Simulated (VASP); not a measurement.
# YF5 (P6/mmm) in VASP: a series of runs, part 2 of 2

VASP 6.6.1. The steps go on from the part before.

## Step 4: Relaxation of cell and atoms, PBE

INCAR reads:

```
ALGO = Normal ; EDIFF = 1E-6
EDIFFG = -0.04 ; ENCUT = 600
GGA = PE ; IBRION = 2
ISIF = 3 ; ISMEAR = 0
LASPH = T ; LCHARG = F
LREAL = F ; LWAVE = F
NELM = 60 ; NSW = 90
PREC = Accurate ; SIGMA = 0.1
```

KPOINTS reads:

```
k-points
0
Gamma
  6 6 4
```

POSCAR reads:

```
YF5
1.0
    4.0437048400      0.0000000000      0.0000000000
   -2.0218524200      3.5019511200      0.0000000000
    0.0000000000      0.0000000000      6.1754549000
Y F
1 5
Direct
    0.0000000000      0.0000000000      0.0000000000
    0.5000000000      0.0000000000      0.5000000000
    0.0000000000      0.5000000000      0.5000000000
    0.5000000000      0.5000000000      0.5000000000
    0.0000000000      0.0000000000      0.5768766300
    0.0000000000      0.0000000000      0.4231233700
```

The run is started by

```bash
$ cat potpaw_PBE.64/Y_sv/POTCAR potpaw_PBE.64/F/POTCAR > POTCAR
$ mpirun -np 1 vasp_std > vasp.out
```

It took 18 min on 1 thread of Intel Xeon 6975P-C (Granite Rapids), shared host; peak memory 0.27 GiB.

The run converged. Its results:

| Quantity | Value |
| --- | --- |
| Free energy | -21.4659 eV |
| Relaxed volume | 21.29 Å³/atom |
| Relaxed cell | a = 4.951 Å, b = 4.951 Å, c = 6.019 Å, α = 90.00°, β = 90.00°, γ = 120.00° |
| Space group after relaxing (to 0.05 Å) | P6/mmm (No. 191) |
| Energy gained by relaxing | 3585.7 meV/atom |
| Ionic steps | 44 |
| Pressure after relaxing | 0.1 GPa |
| Largest force after relaxing | 0.035 eV/Å |
| Band gap on the k mesh | zero (band 23 reaches -1.68 eV, above the bottom of band 24 at -2.13 eV) |

Forces in eV/Å, atoms in the order of the input:
```
Y    0.000  0.000  0.000
F    0.000  0.000  0.000
F    0.000  0.000  0.000
F    0.000  0.000  0.000
F    0.000  0.000 -0.035
F    0.000  0.000  0.035
```

Step by step:
```csv
step,energy change (eV),largest force (eV/Å),pressure (GPa),volume (Å³)
1,0.0000,87.0414,67.89,87.45
3,-16.3300,1.1043,-21.62,173.26
5,-16.7190,1.8309,-17.13,170.71
7,-18.1495,8.1417,-1.21,152.29
9,-20.6303,3.6217,2.55,125.49
11,-21.0652,0.7288,2.66,111.88
13,-21.0952,0.0459,0.52,114.45
15,-21.0978,0.0220,0.25,115.32
17,-21.0998,0.4695,0.24,119.19
19,-21.1044,0.1930,-0.01,118.04
21,-21.1075,0.0802,-0.39,119.13
23,-21.1207,0.2203,-0.04,120.93
25,-21.1872,1.2685,1.23,127.07
27,-21.1409,2.3097,2.46,128.34
29,-21.1983,3.7907,3.04,131.49
31,-21.2980,2.9080,1.94,131.76
33,-21.4430,0.4679,-1.38,133.24
35,-21.4485,0.4001,-1.37,132.95
37,-21.4866,0.3058,-0.53,129.97
39,-21.5038,0.1512,0.56,126.49
41,-21.5125,0.2274,-0.07,127.49
43,-21.5138,0.0578,0.12,127.59
44,-21.5140,0.0346,0.08,127.74
```

Final structure:
```yaml
crystal:
  lattice:
    - [4.95058, 0.00000, 0.00000]
    - [-2.47529, 4.28733, 0.00000]
    - [0.00000, 0.00000, 6.01864]
  atoms:
    - { symbol: Y, position: [0.00000, 0.00000, 0.00000] }
    - { symbol: F, position: [0.50000, 0.00000, 0.50000] }
    - { symbol: F, position: [0.00000, 0.50000, 0.50000] }
    - { symbol: F, position: [0.50000, 0.50000, 0.50000] }
    - { symbol: F, position: [0.00000, 0.00000, 0.31586] }
    - { symbol: F, position: [0.00000, 0.00000, 0.68414] }
```

Levels at points of the mesh, in eV from the Fermi level:
```csv
k point,band 19,band 20,band 21,band 22,band 23,band 24,band 25,band 26,band 27
"(0.00, 0.00, 0.00)",-0.85,-0.85,-0.40,0.05,0.24,0.24,0.25,2.22,2.22
"(0.50, 0.00, 0.00)",-1.12,-0.80,-0.76,-0.55,-0.40,0.16,1.43,2.91,3.26
"(0.00, 0.00, 0.50)",-1.24,-0.88,-0.88,0.05,0.23,0.23,0.73,2.28,2.28
"(0.50, 0.00, 0.50)",-1.03,-0.97,-0.80,-0.74,-0.66,0.16,1.60,2.90,3.27
```

Caveat: the standard files for N, O and F lose accuracy on very short bonds; the volume moved by over 15 % at a fixed basis, so the end points are rough.

## Step 5: Single point, PBE, collinear spin, ferromagnetic start

This run uses another cell than the first one, of 30.05 Å³/atom, 2.061 times its volume.

INCAR reads:

```
SYSTEM = YF5
PREC = Accurate
ENCUT = 520
EDIFF = 1E-7
ISMEAR = 0
SIGMA = 0.1
LREAL = .False.
LASPH = .True.
NELM = 150
ALGO = Normal
ISIF = 2
LWAVE = .False.
LCHARG = .True.
ISPIN = 2
MAGMOM = 0 1 1 1 1 1
LORBIT = 11
LMAXMIX = 4
GGA = PE
LELF = .True.
LVHAR = .True.
NBANDS = 36
```

KPOINTS reads:

```
Automatic mesh
0
Gamma
  3 3 4
  0 0 0
```

POSCAR reads:

```
YF5
1.0
    5.8580345799      0.0000000000      0.0000000000
   -2.9290172899      5.0732067624      0.0000000000
    0.0000000000      0.0000000000      6.0659669224
Y F
1 5
Direct
    0.0000000000      0.0000000000      0.0000000000
    0.5000000000      0.0000000000      0.5000000000
    0.0000000000      0.5000000000      0.5000000000
    0.5000000000      0.5000000000      0.5000000000
    0.0000000000      0.0000000000      0.6839416229
    0.0000000000      0.0000000000      0.3160583771
```

The run is started by

```bash
$ cat potpaw_PBE.64/Y_sv/POTCAR potpaw_PBE.64/F/POTCAR > POTCAR
$ mpirun -np 1 vasp_std > vasp.out
```

It took 2 min on 1 thread of Intel Xeon 6975P-C (Granite Rapids), shared host; peak memory 0.44 GiB.

Results (log left out):

```
Free energy                                           : -22.9003 eV
Pressure                                              : 0.5 GPa
Band gap on the k mesh                                : zero (filled and empty bands overlap)
Net moment                                            : 2.00 μB per cell
Site moments                                          : Y -0.00; F +0.59, -0.00 μB
Valence electrons inside the program's atomic spheres : Y 10.03; F 5.85, 6.09
```

Stress tensor (GPa, compression positive):
```
0.40 0.00 0.00
0.00 0.40 0.00
0.00 0.00 0.71
```

Levels at points of the mesh, in eV from the Fermi level:
Spin up:
```tsv
k point	band 21	band 22	band 23	band 24	band 25	band 26	band 27	band 28
(0.00, 0.00, 0.00)	-1.04	-1.04	-0.80	-0.25	1.80	2.89	2.89	5.44
(0.00, 0.00, 0.50)	-1.11	-1.06	-1.06	-0.80	2.08	2.92	2.92	5.33
```
Spin down:
```
           k point  band 19  band 20  band 21  band 22  band 23  band 24  band 25  band 26
(0.00, 0.00, 0.00)    -0.50    -0.50    -0.25     0.09     0.50     0.50     1.83     2.89
(0.00, 0.00, 0.50)    -0.56    -0.54    -0.54     0.09     0.50     0.50     2.14     2.93
```

Caveat: the k points lie up to 0.41 Å⁻¹ apart.

## Step 6: Single point, PBE, collinear spin, ferromagnetic start

INCAR reads:

```
SYSTEM = YF5
PREC = Accurate
ENCUT = 520
EDIFF = 1E-6
ISMEAR = 0
SIGMA = 0.1
LREAL = .FALSE.
LASPH = .TRUE.
NELM = 150
ALGO = Normal
ISIF = 2
LWAVE = .FALSE.
LCHARG = .FALSE.
ISPIN = 2
MAGMOM = 0 1 1 1 1 1
LORBIT = 11
LMAXMIX = 4
GGA = PE
NBANDS = 36
```

KPOINTS reads:

```
Automatic mesh
0
G
  6 6 4
  0 0 0
```

POSCAR reads:

```
YF5
1.0
    4.0437048400      0.0000000000      0.0000000000
   -2.0218524200      3.5019511200      0.0000000000
    0.0000000000      0.0000000000      6.1754549000
Y F
1 5
Direct
    0.0000000000      0.0000000000      0.0000000000
    0.5000000000      0.0000000000      0.5000000000
    0.0000000000      0.5000000000      0.5000000000
    0.5000000000      0.5000000000      0.5000000000
    0.0000000000      0.0000000000      0.5768766300
    0.0000000000      0.0000000000      0.4231233700
```

Potentials or basis: VASP PAW PBE potentials, release 64 (Y_sv, F).

The run is started by

```bash
$ cat potpaw_PBE.64/Y_sv/POTCAR potpaw_PBE.64/F/POTCAR > POTCAR
$ mpirun -np 1 vasp_std > vasp.out
```

It took 80 s on 1 thread of Intel Xeon 6975P-C (Granite Rapids), shared host; peak memory 0.29 GiB.

The run converged. Its results:

| Quantity | Value |
| --- | --- |
| Free energy | 0.0665 eV |
| Pressure | 67.8 GPa |
| Largest force | 87.208 eV/Å |
| Net moment | -0.42 μB per cell |
| Site moments | Y +0.00; F -0.14, +0.00 μB |
| Valence electrons inside the program's atomic spheres | Y 8.86; F 5.98, 6.53 |

Forces on the atoms (eV/Å):
```
Y     0.000   0.000   0.000
F     0.000   0.000   0.000
F     0.000   0.000   0.000
F     0.000   0.000   0.000
F     0.000   0.000  87.208
F     0.000   0.000 -87.208
```

Stress tensor (GPa, compression positive):
```
 35.12   0.00   0.00
  0.00  35.12   0.00
  0.00   0.00 133.28
```

Levels at points of the mesh, in eV from the Fermi level:
Spin up:
```
           k point  band 20  band 21  band 22  band 23  band 24  band 25  band 26  band 27
(0.00, 0.00, 0.00)    -1.39    -1.39    -0.12     1.00     1.00     1.13     1.13     2.58
(0.50, 0.00, 0.00)    -1.74    -0.63    -0.48    -0.21     0.70     1.37     1.43     2.33
(0.00, 0.00, 0.50)    -1.28    -1.28    -0.12     1.00     1.00     1.18     1.18     2.34
(0.50, 0.00, 0.50)    -1.74    -0.47    -0.44    -0.15     0.70     0.83     1.80     2.06
```
Spin down:
```tsv
k point	band 19	band 20	band 21	band 22	band 23	band 24	band 25	band 26	band 27	band 28
(0.00, 0.00, 0.00)	-2.00	-1.39	-1.39	-0.30	0.49	0.49	1.13	1.13	2.58	2.58
(0.50, 0.00, 0.00)	-2.54	-1.90	-0.63	-0.53	-0.24	0.21	1.37	1.43	2.33	2.84
(0.00, 0.00, 0.50)	-1.92	-1.28	-1.28	-0.30	0.49	0.49	1.18	1.18	2.34	2.36
(0.50, 0.00, 0.50)	-2.54	-1.90	-0.48	-0.47	-0.18	0.21	0.83	1.80	2.06	2.43
```

Caveat: the standard files for N, O and F lose accuracy on very short bonds; forces of over 1 eV/Å act on the atoms, so gaps and moduli don't describe the material at rest.

## Step 7: The runs side by side

| task | spin | cell | k mesh | cutoff (eV) | gap on the mesh (eV) | pressure (GPa) | moment (μB) | largest force (eV/Å) |
| --- | --- | --- | --- | --- | --- | --- | --- | --- |
| single point | off | a = 4.044, b = 4.044, c = 6.175 Å, angles 90.0, 90.0, 120.0°, 6 atoms | 6 × 6 × 4 | 520 | none | 67.9 | - | 87.27 |
| single point | off | a = 5.858, b = 5.858, c = 6.066 Å, angles 90.0, 90.0, 120.0°, 6 atoms | 6 × 6 × 4 | 520 | none | 0.1 | - | 0.11 |
| relaxation of cell and atoms | off | relaxed from a = 4.044, b = 4.044, c = 6.175 Å, angles 90.0, 90.0, 120.0°, 6 atoms | 6 × 6 × 4 | 600 | none | 0.1 | - | 0.03 |
| single point | collinear, ferromagnetic start | a = 5.858, b = 5.858, c = 6.066 Å, angles 90.0, 90.0, 120.0°, 6 atoms | 3 × 3 × 4 | 520 | none | 0.5 | 2.00 | - |
| single point | collinear, ferromagnetic start | a = 4.044, b = 4.044, c = 6.175 Å, angles 90.0, 90.0, 120.0°, 6 atoms | 6 × 6 × 4 | 520 | none | 67.8 | 0.42 | 87.21 |

Alike in all rows: level PBE; potentials or basis VASP PAW PBE potentials, release 64 (Y_sv, F); smearing gaussian 0.1 eV.

Caveats: some runs use coarse meshes; the standard files for N, O and F lose accuracy on very short bonds (some runs); forces of over 1 eV/Å act on the atoms, so gaps and moduli don't describe the material at rest (some runs); the volume moved by over 15 % at a fixed basis, so the end points are rough (some runs).

Total energies depend on the potentials used, so only differences within one code and one set of settings carry meaning.
